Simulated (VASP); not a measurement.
# Ru (P6_3/mmc) in VASP: a series of runs

Runs on Ru. Level: PBE. Tasks: single point, relaxation of cell and atoms.

Program: VASP 6.6.1. These are calculated values, not measurements. Logs are shortened: lines on timing, memory, paths and dates and some standing lists are left out, and cuts for length are marked.

### Step 1. The cell of the first run

Symmetry: P6_3/mmc, No. 194, hexagonal system. The conventional cell has a = 2.720 Å, b = 2.720 Å, c = 4.297 Å, α = 90.00°, β = 90.00°, γ = 120.00°. Ru (site symmetry -6m2) has 12 Ru at 2.66 to 2.72 Å within 3.5 Å.

### Step 2. Single point, PBE

The input, INCAR:

```
SYSTEM = Ru
PREC = Accurate
ENCUT = 520
EDIFF = 1E-6
ISMEAR = 0
SIGMA = 0.1
LREAL = .FALSE.
LASPH = .TRUE.
NELM = 80
ALGO = Normal
ISIF = 2
LWAVE = .FALSE.
LCHARG = .FALSE.
GGA = PE
NBANDS = 21
```

The input, KPOINTS:

```
Automatic mesh
0
G
  15 15 8
  0 0 0
```

The input, POSCAR:

```
Ru
1.0
    2.7200250912      0.0000000000      0.0000000000
   -1.3600125456      2.3556108279      0.0000000000
    0.0000000000      0.0000000000      4.2967694965
Ru
2
Direct
    0.3333333333      0.6666666667      0.2500000000
    0.6666666667      0.3333333333      0.7500000000
```

Potentials or basis: VASP PAW PBE potentials, release 64 (Ru_pv).

Launch:

```bash
$ cat potpaw_PBE.64/Ru_pv/POTCAR > POTCAR
$ mpirun -np 1 vasp_std > vasp.out
```

OUTCAR:

```text
SYSTEM = Ru
   PREC = Accurate
   ENCUT = 520
   EDIFF = 1E-6
   ISMEAR = 0
   LREAL = .FALSE.
   LASPH = .TRUE.
   NELM = 80
   ISIF = 2
   GGA = PE

 ion  position               nearest neighbor table
   1  0.333  0.667  0.250-   2 2.66   2 2.66   2 2.66   2 2.66   2 2.66   2 2.66
   2  0.667  0.333  0.750-   1 2.66   1 2.66   1 2.66   1 2.66   1 2.66   1 2.66

  LATTYP: Found a hexagonal cell.
 ALAT       =     2.7200250912
 C/A-ratio  =     1.5796800957

  Lattice vectors:

 A1 = (   2.7200250912,   0.0000000000,   0.0000000000)
 A2 = (  -1.3600125456,   2.3556108279,   0.0000000000)
 A3 = (   0.0000000000,   0.0000000000,   4.2967694965)

Analysis of symmetry for initial positions (statically):
=====================================================================
 Subroutine PRICEL returns:
 Original cell was already a primitive cell.

 Routine SETGRP: Setting up the symmetry group for a
 hexagonal supercell.

 Subroutine GETGRP returns: Found 24 space group operations
 (whereof 12 operations were pure point group operations)
 out of a pool of 24 trial point group operations.

The static configuration has the point symmetry D_3d.
 The point group associated with its full space group is D_6h.

Analysis of symmetry for dynamics (positions and initial velocities):
=====================================================================
 Subroutine PRICEL returns:
 Original cell was already a primitive cell.

 Routine SETGRP: Setting up the symmetry group for a
 hexagonal supercell.

 Subroutine GETGRP returns: Found 24 space group operations
 (whereof 12 operations were pure point group operations)
 out of a pool of 24 trial point group operations.

The dynamic configuration has the point symmetry D_3d.
 The point group associated with its full space group is D_6h.

 Subroutine INISYM returns: Found 24 space group operations
 (whereof 12 operations are pure point group operations),
 and found     1 'primitive' translations

----------------------------------------------------------------------------------------

                                     Primitive cell

  volume of cell :      27.5308

  direct lattice vectors                    reciprocal lattice vectors
     2.720025091  0.000000000  0.000000000     0.367643667  0.212259170  0.000000000
    -1.360012546  2.355610828  0.000000000     0.000000000  0.424518341  0.000000000
     0.000000000  0.000000000  4.296769496     0.000000000  0.000000000  0.232732987

  length of vectors
     2.720025091  2.720025091  4.296769496     0.424518341  0.424518341  0.232732987

  position of ions in fractional coordinates (direct lattice)
     0.333333333  0.666666667  0.250000000
     0.666666667  0.333333333  0.750000000

  ion indices of the primitive-cell ions
   primitive index   ion index
                 1           1
                 2           2

----------------------------------------------------------------------------------------

 KPOINTS: Automatic mesh

Automatic generation of k-mesh.
 Grid dimensions read from file:
 generate k-points for:   15   15    8

 Generating k-lattice:

  Cartesian coordinates                     Fractional coordinates (reciprocal lattice)
     0.024509578  0.014150611  0.000000000     0.066666667  0.000000000  0.000000000
     0.000000000  0.028301223  0.000000000     0.000000000  0.066666667  0.000000000
     0.000000000  0.000000000  0.029091623     0.000000000  0.000000000  0.125000000

  Length of vectors
     0.028301223  0.028301223  0.029091623

  Shift w.r.t. Gamma in fractional coordinates (k-lattice)
     0.000000000  0.000000000  0.000000000

 Subroutine IBZKPT returns following result:
 ===========================================

 Found    135 irreducible k-points:

 Following reciprocal coordinates:
            Coordinates               Weight
  0.000000  0.000000  0.000000      1.000000
  0.066667 -0.000000  0.000000      6.000000
  0.133333  0.000000  0.000000      6.000000
  0.200000  0.000000  0.000000      6.000000
  0.266667  0.000000  0.000000      6.000000
  0.333333  0.000000  0.000000      6.000000
[... 16 lines left out ...]
  0.333333  0.200000  0.000000     12.000000
  0.400000  0.200000  0.000000      6.000000
 [... further k-points ...]
   k-points           NKPTS =    135   k-points in BZ     NKDIM =    135   number of bands    NBANDS=     21
   number of dos      NEDOS =    301   number of ions     NIONS =      2
   total plane-waves  NPLWV =  12800
   dimension x,y,z NGX =    20 NGY =   20 NGZ =   32
   dimension x,y,z NGXF=    40 NGYF=   40 NGZF=   64
   ions per type =               2
   NGX,Y,Z   is equivalent  to a cutoff of  12.22, 12.22, 12.38 a.u.
   NGXF,Y,Z  is equivalent  to a cutoff of  24.45, 24.45, 24.76 a.u.
 SYSTEM =  Ru
   PREC   = accura    normal or accurate (medium, high low for compatibility)
   ISTART =      0    job   : 0-new  1-cont  2-samecut
   ICHARG =      2    charge: 1-file 2-atom 10-const
   ISPIN  =      1    spin polarized calculation?
   LNONCOLLINEAR =      F non collinear calculations
   LSORBIT =      F    spin-orbit coupling
   LASPH  =      T    aspherical Exc in radial PAW
   ENCUT  =  520.0 eV  38.22 Ry    6.18 a.u.   5.06  5.06  7.99*2*pi/ulx,y,z
   NELM   =     80;   NELMIN=  2; NELMDL= -5     # of ELM steps
   EDIFF  = 0.1E-05   stopping-criterion for ELM
   LREAL  =      F    real-space projection
   EDIFFG = 0.1E-04   stopping-criterion for IOM
   NSW    =      0    number of steps for IOM
   IBRION =     -1    ionic relax: 0-MD 1-quasi-New 2-CG
   NFREE  =      0    steps in history (QN), initial steepest desc. (CG)
   ISIF   =      2    stress and relaxation
   ISYM   =      2    0-nonsym 1-usesym 2-fastsym
   POTIM  = 0.5000    time-step for ionic-motion
   TEBEG  =    0.0;   TEEND  =   0.0 temperature during run
   PSTRESS=    0.0 pullay stress
   NELECT =      28.0000    total number of electrons
   NUPDOWN=      -1.0000    fix difference up-down
   EMIN   =  10.00;   EMAX   =-10.00  energy-range for DOS
   EFERMI =   0.00;   METHOD = LEGACY
   ISMEAR =     0;   SIGMA  =   0.10  broadening in eV -4-tet -1-fermi 0-gaus
   EFERMI_NEDOS =   21; number of points for ismear=-14 and -15
   IALGO  =     38    algorithm
   IMIX   =      4    mixing-type and parameters
     AMIX     =   0.40;   BMIX     =  1.00
     AMIX_MAG =   1.60;   BMIX_MAG =  1.00
  volume/ion in A,a.u.               =      13.77        92.89
  Fermi-wavevector in a.u.,A,eV,Ry     =   1.646347  3.111144 36.878020  2.710458
  Thomas-Fermi vector in A             =   2.735990
   LORBIT       =      0    0 simple, 1 ext, 2 COOP (PROOUT), +10 PAW based schemes
   GGA     = PE    functional components
   LHFCALC =     F    Hartree Fock is set to
   AEXX    =    0.0000 exact exchange contribution
   IVDW    =     0    specifies the selected vdW correction
   LEPSILON=     F    determine dielectric tensor
   LRPA    =     F    only Hartree local field effects (RPA)
 non-spin polarized calculation
 Gauss-broadening in eV      SIGMA  =   0.10
  energy-cutoff  :      520.00
  volume of cell :       27.53
 maximum number of plane-waves:       764
   NGX = 11   NGY = 11   NGZ = 15

 number of electron      28.0000013 magnetization

 Free energy of the ion-electron system (eV)
  ---------------------------------------------------
  ext. energy  EPLUGINS =         0.00000000
  ---------------------------------------------------
  free energy    TOTEN  =       -18.47708548 eV

  energy without entropy =      -18.46929022  energy(sigma->0) =      -18.47318785

 E-fermi :  12.5853     XC(G=0): -14.0343

 val. band max:       12.5706423307   @ k =   0.0000   0.0000   0.3750
 cond. band min:      12.6141629907   @ k =   0.0667  -0.0000   0.3750
 fundamental gap:      0.0435206600
 Fermi energy:        12.5852762398

 k-point     1 :       0.0000    0.0000    0.0000
  band No.  band energies     occupation
      1     -31.0080      2.00000
      2     -30.1186      2.00000
      3     -30.1186      2.00000
      4     -29.9542      2.00000
      5     -29.9542      2.00000
      6     -29.9114      2.00000
[... 13 lines left out ...]
     20      23.0264      0.00000
     21      23.0396      0.00000

 k-point     2 :       0.0667   -0.0000    0.0000
  band No.  band energies     occupation
      1     -30.9935      2.00000
      2     -30.1492      2.00000
      3     -30.1290      2.00000
      4     -29.9862      2.00000
      5     -29.9583      2.00000
      6     -29.9182      2.00000
[... 13 lines left out ...]
     20      23.0264      0.00000
     21      23.0385      0.00000

 k-point     3 :       0.1333    0.0000    0.0000
  band No.  band energies     occupation
      1     -30.9512      2.00000
      2     -30.2357      2.00000
      3     -30.1578      2.00000
      4     -30.0755      2.00000
      5     -29.9707      2.00000
      6     -29.9386      2.00000
[... 13 lines left out ...]
     20      23.0264      0.00000
     21      23.0358      0.00000

 k-point     4 :       0.2000    0.0000    0.0000
  band No.  band energies     occupation
      1     -30.8849      2.00000
      2     -30.3633      2.00000
      3     -30.2039      2.00000
      4     -30.1988      2.00000
      5     -29.9900      2.00000
      6     -29.9727      2.00000
[... 13 lines left out ...]
     20      23.0263      0.00000
     21      23.0330      0.00000

 k-point     5 :       0.2667    0.0000    0.0000
  band No.  band energies     occupation
      1     -30.8007      2.00000
      2     -30.5098      2.00000
      3     -30.3471      2.00000
      4     -30.2443      2.00000
      5     -30.0198      2.00000
      6     -30.0134      2.00000
[... 13 lines left out ...]
     20      23.0262      0.00000
     21      23.0307      0.00000
[... 382 lines left out ...]
     20      23.0259      0.00000
     21      23.0310      0.00000

 k-point    22 :       0.2667    0.2000    0.0000
  band No.  band energies     occupation
      1     -30.6668      2.00000
      2     -30.5938      2.00000
      3     -30.5835      2.00000
      4     -30.3576      2.00000
      5     -30.1824      2.00000
      6     -30.1559      2.00000
[... 13 lines left out ...]
     20      23.0253      0.00000
     21      23.4458      0.00000

 k-point    23 :       0.3333    0.2000    0.0000
  band No.  band energies     occupation
      1     -30.7318      2.00000
      2     -30.5838      2.00000
      3     -30.5126      2.00000
      4     -30.4281      2.00000
      5     -30.2191      2.00000
      6     -30.2157      2.00000
[... 13 lines left out ...]
     20      23.0253      0.00000
     21      23.0304      0.00000

 k-point    24 :       0.4000    0.2000    0.0000
  band No.  band energies     occupation
      1     -30.7544      2.00000
      2     -30.5750      2.00000
      3     -30.4731      2.00000
      4     -30.4626      2.00000
      5     -30.2522      2.00000
      6     -30.2271      2.00000
[... 13 lines left out ...]
     20      23.0260      0.00000
     21      23.0280      0.00000

 [... further k-points ...]
[... 5 lines left out ...]
  --------------------------------------------------------------------------------------
  -------------------------------------------------------------------------------------
  Total       -0.0166173     -0.0166173     -0.0347820      0.0000000      0.0000000      0.0000000
  in kB       -0.9670580     -0.9670580     -2.0241687      0.0000000      0.0000000      0.0000000
  external PRESSURE =      -1.3194282 kB  Pullay stress =       0.0000000 kB

 VOLUME and BASIS-vectors are now :
 -----------------------------------------------------------------------------
  energy-cutoff  :      520.00
  volume of cell :       27.53
      direct lattice vectors                 reciprocal lattice vectors
     2.720025091  0.000000000  0.000000000     0.367643667  0.212259170  0.000000000
    -1.360012546  2.355610828  0.000000000     0.000000000  0.424518341  0.000000000
     0.000000000  0.000000000  4.296769496     0.000000000  0.000000000  0.232732987

 POSITION                                       TOTAL-FORCE (eV/Angst)
 -----------------------------------------------------------------------------------
     -0.00000      1.57041      1.07419        -0.000000     -0.000000      0.000000
      1.36001      0.78520      3.22258         0.000000      0.000000      0.000000
 -----------------------------------------------------------------------------------
    total drift:                               -0.000000      0.000000     -0.000000

  FREE ENERGIE OF THE ION-ELECTRON SYSTEM (eV)
  ---------------------------------------------------
  free  energy   TOTEN  =       -18.4770854798 eV

  energy  without entropy=      -18.4692902219  energy(sigma->0) =      -18.47318785
```

It took 88 s on 1 thread of AMD EPYC 7R43 (Zen 3), shared host; peak memory 0.14 GiB.

What came out:

```yaml
Free_energy: -18.4771 eV
Pressure: -0.1 GPa
Band_gap_on_the_k_mesh: zero (band 14 reaches 14.11 eV, above the bottom of band 15 at 11.10 eV)
```

### Step 3. Relaxation of cell and atoms, PBE

This run uses another cell than the first one, of 13.57 Å³/atom, 0.986 times its volume.

The input, INCAR:

```
SYSTEM = Ru
  PREC = Accurate
  ENCUT = 600
  EDIFF = 1E-7
  ISMEAR = 0
  SIGMA = 0.1
  LREAL = .FALSE.
  LASPH = .TRUE.
  NELM = 60
  ALGO = Fast
  ISIF = 3
  LWAVE = .FALSE.
  LCHARG = .FALSE.
  GGA = PE
  IBRION = 2
  NSW = 100
  EDIFFG = -0.005
```

The input, KPOINTS:

```
Automatic mesh
0
G
  18 18 10
  0 0 0
```

The input, POSCAR:

```
Ru
1.0
    2.7058000000      0.0000000000      0.0000000000
   -1.3529000000      2.3432915376      0.0000000000
    0.0000000000      0.0000000000      4.2819000000
Ru
2
Direct
    0.3333333333      0.6666666667      0.2500000000
    0.6666666667      0.3333333333      0.7500000000
```

Potentials or basis: VASP PAW PBE potentials, release 64 (Ru_pv).

Launch:

```bash
$ cat potpaw_PBE.64/Ru_pv/POTCAR > POTCAR
$ mpirun -np 1 vasp_std > vasp.out
```

Wall time 11 min (1 thread of Intel Xeon 8259CL, shared host); peak memory 0.25 GiB.

Results (log left out):

| Property | Result |
| --- | --- |
| Free energy | -18.4717 eV |
| Relaxed volume | 13.76 Å³/atom |
| Relaxed cell | a = 2.719 Å, b = 2.719 Å, c = 4.296 Å, α = 90.00°, β = 90.00°, γ = 120.00° |
| Space group after relaxing (to 0.05 Å) | P6_3/mmc (No. 194) |
| Energy gained by relaxing | 2.5 meV/atom |
| Ionic steps | 6 |
| Pressure after relaxing | 0.0 GPa |
| Band gap on the k mesh | zero (band 14 reaches 14.06 eV, above the bottom of band 15 at 10.99 eV) |

Step by step:
```csv
step,energy change (eV),largest force (eV/Å),pressure (GPa),volume (Å³)
1,0.0000,0.0000,4.34,27.15
2,0.0350,0.0000,-11.13,28.62
3,-0.0049,0.0000,-0.06,27.52
4,-0.0049,0.0000,0.03,27.51
5,-0.0049,0.0000,0.05,27.51
6,-0.0050,0.0000,0.04,27.51
```

Final structure:
```
Ru
1.0
     2.71939    0.00000    0.00000
    -1.35969    2.35506    0.00000
     0.00000    0.00000    4.29612
Ru
2
Direct
  0.33333 0.66667 0.25000
  0.66667 0.33333 0.75000
```

Levels at points of the mesh, in eV from the Fermi level:
| k point | band 11 | band 12 | band 13 | band 14 | band 15 | band 16 | band 17 | band 18 |
| --- | --- | --- | --- | --- | --- | --- | --- | --- |
| (0.00, 0.00, 0.00) | -2.35 | -1.87 | -1.87 | -1.37 | -1.37 | 1.17 | 1.17 | 1.30 |
| (0.50, 0.00, 0.00) | -2.02 | -1.77 | -1.48 | 1.39 | 1.80 | 1.89 | 4.00 | 6.03 |
| (0.00, 0.00, 0.50) | -2.70 | -2.70 | -2.65 | -2.65 | 0.54 | 0.54 | 0.54 | 0.54 |
| (0.50, 0.00, 0.50) | -1.04 | -1.04 | 0.45 | 0.45 | 1.64 | 1.64 | 3.35 | 3.35 |
